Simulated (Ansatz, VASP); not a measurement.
## One calculation of WCl, two programs

File INCAR:

```
SYSTEM = WCl
PREC = Accurate
ENCUT = 600
EDIFF = 1E-7
ISMEAR = 0
SIGMA = 0.1
LREAL = .False.
LASPH = .True.
NELM = 80
ALGO = Normal
ISIF = 3
LWAVE = .False.
LCHARG = .False.
GGA = PE
IBRION = 2
NSW = 100
EDIFFG = -0.01
```

Contents of KPOINTS:

```
Automatic mesh
0
Gamma
  12 12 12
  0 0 0
```

POSCAR

```
WCl
1.0
    1.6378004059      0.9455845052      9.5785752608
   -1.6378004059      0.9455845052      9.5785752608
    0.0000000000     -1.8911690104      9.5785752608
W Cl
2 2
Direct
    0.6374447664      0.6374447664      0.6374447664
    0.3625552336      0.3625552336      0.3625552336
    0.9035559383      0.9035559383      0.9035559383
    0.0964440617      0.0964440617      0.0964440617
```

Input for Ansatz:

```yaml
crystal:
  lattice:
    - [1.6378004059, 0.9455845052, 9.5785752608]
    - [-1.6378004059, 0.9455845052, 9.5785752608]
    - [0.0, -1.8911690104, 9.5785752608]
  atoms:
    - { symbol: W, position: [0.6374447664, 0.6374447664, 0.6374447664] }
    - { symbol: W, position: [0.3625552336, 0.3625552336, 0.3625552336] }
    - { symbol: Cl, position: [0.9035559383, 0.9035559383, 0.9035559383] }
    - { symbol: Cl, position: [0.0964440617, 0.0964440617, 0.0964440617] }
basis:
  ecutwfc: 420
kpoints:
  mp_grid: { grid: [12, 12, 12] }
hamiltonian:
  xc: pbe
scf:
  occupations: { method: gaussian, width: 0.1 }
output:
  forces: true
  stress: true
  eigenvalues: true
  write_density: true
  write_potential: true
  elf: true
  volumetric_format: npy
relax:
  adjacent_minimum: "off"
  f_tol: 0.01
  max_steps: 80
  cell: { stress_tol: 0.05 }
```

Change from the starting cell: species swapped into the TePt type (R-3m, No. 166).

Alike in both runs: task relaxation of cell and atoms; functional PBE; k mesh 12 × 12 × 12; occupations gaussian, width 0.1 eV; no spin polarisation.

|  | VASP | Ansatz |
| --- | --- | --- |
| version | VASP 6.6.1 | Ansatz 0.2.0 |
| potentials or method | VASP PAW PBE potentials, release 64 (W_sv, Cl), cutoff 600 eV | scalar-relativistic, plane waves, PAW |
| valence electrons in the cell | 42 | 42 |

```csv
,VASP,Ansatz,Ansatz less VASP
"gap on the k mesh at the Fermi level, each at its own relaxed structure (eV)",none,none,-
relaxed volume (Å³/atom),22.27,22.25,-0.020
relaxed cell length with the largest relative difference (Å),9.767,9.763,-0.0033
```

A gap of «none» marks a metal or a gap that the smearing closes.

Spin-orbit coupling is off throughout.
